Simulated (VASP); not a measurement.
# AlN (F-43m) in VASP: further runs

The runs below take AlN through single point, with LDA.

Everything below comes from runs of VASP 6.6.1. Logs are shortened: lines on timing, memory, paths and dates and some standing lists are left out, and cuts for length are marked.

### Step 1. The cell of the first run

Symmetry: F-43m, No. 216, cubic system. Conventional cell: a = 4.368 Å, b = 4.368 Å, c = 4.368 Å, α = 90.00°, β = 90.00°, γ = 90.00°. Within 2.5 Å of Al (site symmetry -43m) lie 4 N at 1.89 Å. N (site symmetry -43m) has 4 Al at 1.89 Å within 2.5 Å.

### Step 2. Single point, LDA

File INCAR:

```
ALGO = Normal
EDIFF = 1E-6
ENCUT = 520
GGA = CA
ISIF = 2
ISMEAR = 0
LASPH = T
LCHARG = T
LELF = T
LREAL = F
LVHAR = T
LWAVE = F
NBANDS = 11
NELM = 80
PREC = Accurate
SIGMA = 0.05
```

File KPOINTS:

```
k-points
0
Gamma
  10 10 10
```

File POSCAR:

```
AlN
1.0
    0.0000000000      2.1839935596      2.1839935596
    2.1839935596      0.0000000000      2.1839935596
    2.1839935596      2.1839935596      0.0000000000
Al N
1 1
Direct
    0.0000000000      0.0000000000      0.0000000000
    0.7500000000      0.7500000000      0.7500000000
```

Potentials or basis: VASP PAW LDA potentials, release 64 (Al, N).

Launch:

```
$ cat potpaw_LDA.64/Al/POTCAR potpaw_LDA.64/N/POTCAR > POTCAR
$ mpirun -np 1 vasp_std > vasp.out
```

OUTCAR:

```text
EDIFF = 1E-6
   ENCUT = 520
   GGA = CA
   ISIF = 2
   ISMEAR = 0
   LASPH = T
   LREAL = F
   NELM = 80
   PREC = Accurate

 ion  position               nearest neighbor table
   1  0.000  0.000  0.000-   2 1.89   2 1.89   2 1.89   2 1.89
   2  0.750  0.750  0.750-   1 1.89   1 1.89   1 1.89   1 1.89

  LATTYP: Found a face centered cubic cell.
 ALAT       =     4.3679871192

  Lattice vectors:

 A1 = (   0.0000000000,   2.1839935596,   2.1839935596)
 A2 = (   2.1839935596,   0.0000000000,   2.1839935596)
 A3 = (   2.1839935596,   2.1839935596,   0.0000000000)

Analysis of symmetry for initial positions (statically):
=====================================================================
 Subroutine PRICEL returns:
 Original cell was already a primitive cell.

 Routine SETGRP: Setting up the symmetry group for a
 face centered cubic supercell.

 Subroutine GETGRP returns: Found 24 space group operations
 (whereof 24 operations were pure point group operations)
 out of a pool of 48 trial point group operations.

The static configuration has the point symmetry T_d .

Analysis of symmetry for dynamics (positions and initial velocities):
=====================================================================
 Subroutine PRICEL returns:
 Original cell was already a primitive cell.

 Routine SETGRP: Setting up the symmetry group for a
 face centered cubic supercell.

 Subroutine GETGRP returns: Found 24 space group operations
 (whereof 24 operations were pure point group operations)
 out of a pool of 48 trial point group operations.

The dynamic configuration has the point symmetry T_d .

 Subroutine INISYM returns: Found 24 space group operations
 (whereof 24 operations are pure point group operations),
 and found     1 'primitive' translations

----------------------------------------------------------------------------------------

                                     Primitive cell

  volume of cell :      20.8345

  direct lattice vectors                    reciprocal lattice vectors
     0.000000000  2.183993560  2.183993560    -0.228938404  0.228938404  0.228938404
     2.183993560  0.000000000  2.183993560     0.228938404 -0.228938404  0.228938404
     2.183993560  2.183993560  0.000000000     0.228938404  0.228938404 -0.228938404

  length of vectors
     3.088633312  3.088633312  3.088633312     0.396532948  0.396532948  0.396532948

  position of ions in fractional coordinates (direct lattice)
     0.000000000  0.000000000  0.000000000
     0.750000000  0.750000000  0.750000000

  ion indices of the primitive-cell ions
   primitive index   ion index
                 1           1
                 2           2

----------------------------------------------------------------------------------------

 KPOINTS: k-points

Automatic generation of k-mesh.
 Grid dimensions read from file:
 generate k-points for:   10   10   10

 Generating k-lattice:

  Cartesian coordinates                     Fractional coordinates (reciprocal lattice)
    -0.022893840  0.022893840  0.022893840     0.100000000  0.000000000  0.000000000
     0.022893840 -0.022893840  0.022893840     0.000000000  0.100000000  0.000000000
     0.022893840  0.022893840 -0.022893840     0.000000000  0.000000000  0.100000000

  Length of vectors
     0.039653295  0.039653295  0.039653295

  Shift w.r.t. Gamma in fractional coordinates (k-lattice)
     0.000000000  0.000000000  0.000000000

 Subroutine IBZKPT returns following result:
 ===========================================

 Found     47 irreducible k-points:

 Following reciprocal coordinates:
            Coordinates               Weight
  0.000000  0.000000  0.000000      1.000000
  0.100000  0.000000  0.000000      8.000000
  0.200000  0.000000  0.000000      8.000000
  0.300000  0.000000  0.000000      8.000000
  0.400000  0.000000  0.000000      8.000000
  0.500000  0.000000  0.000000      4.000000
[... 16 lines left out ...]
  0.300000  0.300000  0.000000      6.000000
  0.400000  0.300000  0.000000     24.000000
 [... further k-points ...]
   k-points           NKPTS =     47   k-points in BZ     NKDIM =     47   number of bands    NBANDS=     11
   number of dos      NEDOS =    301   number of ions     NIONS =      2
   total plane-waves  NPLWV =  13824
   dimension x,y,z NGX =    24 NGY =   24 NGZ =   24
   dimension x,y,z NGXF=    48 NGYF=   48 NGZF=   48
   ions per type =               1   1
   NGX,Y,Z   is equivalent  to a cutoff of  12.92, 12.92, 12.92 a.u.
   NGXF,Y,Z  is equivalent  to a cutoff of  25.84, 25.84, 25.84 a.u.
 SYSTEM =  unknown system
   PREC   = accura    normal or accurate (medium, high low for compatibility)
   ISTART =      0    job   : 0-new  1-cont  2-samecut
   ICHARG =      2    charge: 1-file 2-atom 10-const
   ISPIN  =      1    spin polarized calculation?
   LNONCOLLINEAR =      F non collinear calculations
   LSORBIT =      F    spin-orbit coupling
   LASPH  =      T    aspherical Exc in radial PAW
   ENCUT  =  520.0 eV  38.22 Ry    6.18 a.u.   5.74  5.74  5.74*2*pi/ulx,y,z
   NELM   =     80;   NELMIN=  2; NELMDL= -5     # of ELM steps
   EDIFF  = 0.1E-05   stopping-criterion for ELM
   LREAL  =      F    real-space projection
   EDIFFG = 0.1E-04   stopping-criterion for IOM
   NSW    =      0    number of steps for IOM
   IBRION =     -1    ionic relax: 0-MD 1-quasi-New 2-CG
   NFREE  =      0    steps in history (QN), initial steepest desc. (CG)
   ISIF   =      2    stress and relaxation
   ISYM   =      2    0-nonsym 1-usesym 2-fastsym
   POTIM  = 0.5000    time-step for ionic-motion
   TEBEG  =    0.0;   TEEND  =   0.0 temperature during run
   PSTRESS=    0.0 pullay stress
   NELECT =       8.0000    total number of electrons
   NUPDOWN=      -1.0000    fix difference up-down
   EMIN   =  10.00;   EMAX   =-10.00  energy-range for DOS
   EFERMI =   0.00;   METHOD = LEGACY
   ISMEAR =     0;   SIGMA  =   0.05  broadening in eV -4-tet -1-fermi 0-gaus
   EFERMI_NEDOS =   21; number of points for ismear=-14 and -15
   IALGO  =     38    algorithm
   IMIX   =      4    mixing-type and parameters
     AMIX     =   0.40;   BMIX     =  1.00
     AMIX_MAG =   1.60;   BMIX_MAG =  1.00
  volume/ion in A,a.u.               =      10.42        70.30
  Fermi-wavevector in a.u.,A,eV,Ry     =   1.189899  2.248583 19.263943  1.415860
  Thomas-Fermi vector in A             =   2.325996
   LORBIT       =      0    0 simple, 1 ext, 2 COOP (PROOUT), +10 PAW based schemes
   GGA     = CA    functional components
   LHFCALC =     F    Hartree Fock is set to
   AEXX    =    0.0000 exact exchange contribution
   IVDW    =     0    specifies the selected vdW correction
   LEPSILON=     F    determine dielectric tensor
   LRPA    =     F    only Hartree local field effects (RPA)
 non-spin polarized calculation
 Gauss-broadening in eV      SIGMA  =   0.05
  energy-cutoff  :      520.00
  volume of cell :       20.83
 maximum number of plane-waves:       571
   NGX = 11   NGY = 11   NGZ = 11

 number of electron       8.0000001 magnetization

 Free energy of the ion-electron system (eV)
  ---------------------------------------------------
  ext. energy  EPLUGINS =         0.00000000
  ---------------------------------------------------
  free energy    TOTEN  =       -16.37288085 eV

  energy without entropy =      -16.37288085  energy(sigma->0) =      -16.37288085

 E-fermi :   5.9937     XC(G=0): -11.2662

 val. band max:        5.7082770651   @ k =   0.0000   0.0000   0.0000
 cond. band min:       8.9312600058   @ k =   0.5000   0.5000   0.0000
 fundamental gap:      3.2229829407
 Fermi energy:         5.9937037967

 k-point     1 :       0.0000    0.0000    0.0000
  band No.  band energies     occupation
      1      -9.1147      2.00000
      2       5.7083      2.00000
      3       5.7083      2.00000
      4       5.7083      2.00000
      5       9.9430      0.00000
      6      18.0422      0.00000
      7      18.0422      0.00000
      8      18.0422      0.00000
      9      23.2320      0.00000
     10      23.2320      0.00000
     11      24.6165      0.00000

 k-point     2 :       0.1000    0.0000    0.0000
  band No.  band energies     occupation
      1      -8.9652      2.00000
      2       4.9024      2.00000
      3       5.6559      2.00000
      4       5.6559      2.00000
      5      10.5865      0.00000
      6      17.6610      0.00000
      7      18.1752      0.00000
      8      18.1752      0.00000
      9      21.9791      0.00000
     10      21.9791      0.00000
     11      23.8229      0.00000

 k-point     3 :       0.2000    0.0000    0.0000
  band No.  band energies     occupation
      1      -8.5386      2.00000
      2       3.2952      2.00000
      3       5.5255      2.00000
      4       5.5255      2.00000
      5      11.6783      0.00000
      6      16.8836      0.00000
      7      18.1171      0.00000
      8      18.1171      0.00000
      9      21.4363      0.00000
     10      21.4363      0.00000
     11      22.9552      0.00000

 k-point     4 :       0.3000    0.0000    0.0000
  band No.  band energies     occupation
      1      -7.9149      2.00000
      2       1.6331      2.00000
      3       5.3763      2.00000
      4       5.3763      2.00000
      5      12.4794      0.00000
      6      16.1630      0.00000
      7      17.4768      0.00000
      8      17.4768      0.00000
      9      22.4658      0.00000
     10      22.4658      0.00000
     11      22.7526      0.00000

 k-point     5 :       0.4000    0.0000    0.0000
  band No.  band energies     occupation
      1      -7.2843      2.00000
      2       0.3232      2.00000
      3       5.2640      2.00000
      4       5.2640      2.00000
      5      12.8691      0.00000
      6      15.6614      0.00000
      7      16.8879      0.00000
      8      16.8879      0.00000
      9      23.1454      0.00000
     10      24.2612      0.00000
     11      24.2612      0.00000
[... 211 lines left out ...]
 k-point    21 :      -0.3000    0.2000    0.0000
  band No.  band energies     occupation
      1      -7.1259      2.00000
      2       1.0776      2.00000
      3       3.4864      2.00000
      4       5.1828      2.00000
      5      13.4994      0.00000
      6      14.6461      0.00000
      7      17.3069      0.00000
      8      17.8353      0.00000
      9      21.8939      0.00000
     10      24.1380      0.00000
     11      26.8257      0.00000

 k-point    22 :      -0.2000    0.2000    0.0000
  band No.  band energies     occupation
      1      -7.7100      2.00000
      2       1.9440      2.00000
      3       3.9933      2.00000
      4       5.4509      2.00000
      5      13.2171      0.00000
      6      15.5096      0.00000
      7      16.9184      0.00000
      8      18.0189      0.00000
      9      20.4890      0.00000
     10      23.8765      0.00000
     11      26.8832      0.00000

 k-point    23 :       0.3000    0.3000    0.0000
  band No.  band energies     occupation
      1      -7.5279      2.00000
      2       2.1916      2.00000
      3       4.4540      2.00000
      4       4.4540      2.00000
      5      10.9557      0.00000
      6      15.2050      0.00000
      7      17.4496      0.00000
      8      19.9817      0.00000
      9      19.9817      0.00000
     10      25.9091      0.00000
     11      29.3278      0.00000

 k-point    24 :       0.4000    0.3000    0.0000
  band No.  band energies     occupation
      1      -7.0460      2.00000
      2       1.5409      2.00000
      3       3.9847      2.00000
      4       4.2889      2.00000
      5      10.5326      0.00000
      6      15.0429      0.00000
      7      17.8049      0.00000
      8      20.0744      0.00000
      9      20.5764      0.00000
     10      26.7989      0.00000
     11      29.1097      0.00000

 [... further k-points ...]
[... 5 lines left out ...]
  --------------------------------------------------------------------------------------
  -------------------------------------------------------------------------------------
  Total       -0.3938109     -0.3938109     -0.3938109     -0.0000000     -0.0000000      0.0000000
  in kB      -30.2840749    -30.2840749    -30.2840749     -0.0000000     -0.0000000      0.0000000
  external PRESSURE =     -30.2840749 kB  Pullay stress =       0.0000000 kB

 VOLUME and BASIS-vectors are now :
 -----------------------------------------------------------------------------
  energy-cutoff  :      520.00
  volume of cell :       20.83
      direct lattice vectors                 reciprocal lattice vectors
     0.000000000  2.183993560  2.183993560    -0.228938404  0.228938404  0.228938404
     2.183993560  0.000000000  2.183993560     0.228938404 -0.228938404  0.228938404
     2.183993560  2.183993560  0.000000000     0.228938404  0.228938404 -0.228938404

 POSITION                                       TOTAL-FORCE (eV/Angst)
 -----------------------------------------------------------------------------------
      0.00000      0.00000      0.00000        -0.000000     -0.000000     -0.000000
      3.27599      3.27599      3.27599         0.000000      0.000000      0.000000
 -----------------------------------------------------------------------------------
    total drift:                                0.000000      0.000000      0.000000

  FREE ENERGIE OF THE ION-ELECTRON SYSTEM (eV)
  ---------------------------------------------------
  free  energy   TOTEN  =       -16.3728808489 eV

  energy  without entropy=      -16.3728808489  energy(sigma->0) =      -16.37288085
```

It took 12 s on 1 thread of AMD EPYC 7R43 (Zen 3), shared host; peak memory 0.09 GiB.

Results:

```yaml
Free_energy: -16.3729 eV
Pressure: -3.0 GPa
Band_gap_on_the_k_mesh: 3.22 eV, indirect (least direct gap 4.23 eV)
```

### Step 3. Single point, LDA

File INCAR:

```
ALGO = Normal
EDIFF = 1E-6
ENCUT = 520
ISIF = 2
ISMEAR = 0
LASPH = True
LCHARG = False
LREAL = False
LWAVE = False
NBANDS = 11
NELM = 60
PREC = Accurate
SIGMA = 0.05
```

KPOINTS is that of step 2.

POSCAR is that of step 2.

Potentials or basis: VASP PAW LDA potentials, release 64 (Al, N).

Launch:

```
$ cat potpaw_LDA.64/Al/POTCAR potpaw_LDA.64/N/POTCAR > POTCAR
$ mpirun -np 1 vasp_std > vasp.out
```

It took 22 s on 1 thread of AMD EPYC 7R13, shared host; peak memory 0.1 GiB.

The run converged. Its results:

| Item | Value |
| --- | --- |
| Free energy | -16.3729 eV |
| Pressure | -3.0 GPa |
| Band gap on the k mesh | 3.22 eV, indirect (least direct gap 4.23 eV) |

Levels at points of the mesh, in eV from the valence-band top:
```
           k point  band 1  band 2  band 3  band 4  band 5  band 6  band 7  band 8
(0.00, 0.00, 0.00)  -14.82    0.00    0.00    0.00    4.23   12.33   12.33   12.33
(0.50, 0.00, 0.00)  -12.70   -5.91   -0.49   -0.49    7.27    9.77   10.96   10.96
(0.50, 0.50, 0.00)  -12.04   -4.96   -1.79   -1.79    3.22    8.41   13.75   15.49
```

A k mesh can miss the band edges. As with any semilocal functional, this LDA gap is likely too small.

(Continued in part 2 of 2.)
